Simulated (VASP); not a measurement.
S:

```
S
1.0
     2.73000    0.00000    0.00000
     0.00000    2.73000    0.00000
     0.00000    0.00000    2.73000
S
1
Direct
  0.00000 0.00000 0.00000
```

- Program: VASP 6.6.1
- Task: relaxation of cell and atoms
- Functional: PBEsol
- Potentials or basis: VASP PAW PBE potentials, release 64 (S)
- Cutoff: 600 eV
- k mesh: 6 × 6 × 6
- Occupations: fermi-dirac, width 0.1 eV
- Spin: no spin polarisation

At the start: pressure -13.1 GPa; volume 20.35 Å³/atom.

Problem. Where does the relaxation end?

Solution. Over 3 steps the energy falls by 215.5 meV/atom and the volume is 16.09 Å³/atom (-20.9 %); space group Pm-3m (No. 221, to 0.05 Å).

The path:
```
step  energy change (eV)  largest force (eV/Å)  pressure (GPa)  volume (Å³)
   1              0.0000                0.0000          -13.06        20.35
   2             -0.2143                0.0000            1.56        15.84
   3             -0.2155                0.0000            0.04        16.09
```

Final structure:
```yaml
crystal:
  lattice:
    - [2.52452, 0.00000, 0.00000]
    - [0.00000, 2.52452, 0.00000]
    - [0.00000, 0.00000, 2.52452]
  atoms:
    - { symbol: S, position: [0.00000, 0.00000, 0.00000] }
```

Caveat: the k points lie up to 0.41 Å⁻¹ apart in the final cell; the volume moved by over 15 % at a fixed basis, so the end points are rough; the PAW data sets were made with another functional, which shifts forces and pressure a little.
